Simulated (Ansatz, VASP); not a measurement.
# One calculation of Al12HO, two programs

```xyz
14
Lattice="5.7143 0.0000 0.0000 0.0000 5.7143 0.0000 0.0000 0.0000 22.1750" Properties=species:S:1:pos:R:3 pbc="T T T"
Al    1.4286    1.4286    4.0000
Al    1.4286    4.2857    4.0000
Al    4.2857    1.4286    4.0000
Al    4.2857    4.2857    4.0000
Al    0.0000    0.0000    6.0850
Al    0.0000    2.8572    6.0850
Al    2.8572    0.0000    6.0850
Al    2.8572    2.8572    6.0850
Al    1.4286    1.4286    8.1750
Al    1.4286    4.2857    8.1750
Al    4.2857    1.4286    8.1750
Al    4.2857    4.2857    8.1750
O     2.8572    2.8572    8.1150
H     3.2107    3.2107    8.9810
```

Alike in both runs: task single point; functional PBE; k mesh 5 × 5 × 1; occupations gaussian, width 0.1 eV; collinear spin.

|  | VASP | Ansatz |
| --- | --- | --- |
| version | VASP 6.6.1 | Ansatz 0.2.0 |
| potentials or method | VASP PAW PBE potentials, release 64 (Al, O, H), cutoff 520 eV | scalar-relativistic, plane waves, PAW |
| valence electrons in the cell | 43 | 43 |

|  | VASP | Ansatz | Ansatz less VASP |
| --- | --- | --- | --- |
| gap on the k mesh at the Fermi level (eV) | none | none | - |
| rms of the force components (eV/Å) | 1.071 | 1.063 | -0.0078 |
| net moment per atom (μB) | 0.00 | 0.00 | 0.000 |

Atom by atom the forces differ by 0.029 eV/Å (rms over components). A gap of «none» marks a metal or a gap that the smearing closes. With one functional, cell and mesh, what is left measures potentials, basis and numerics. Ansatz's warnings: seeded moment not kept.
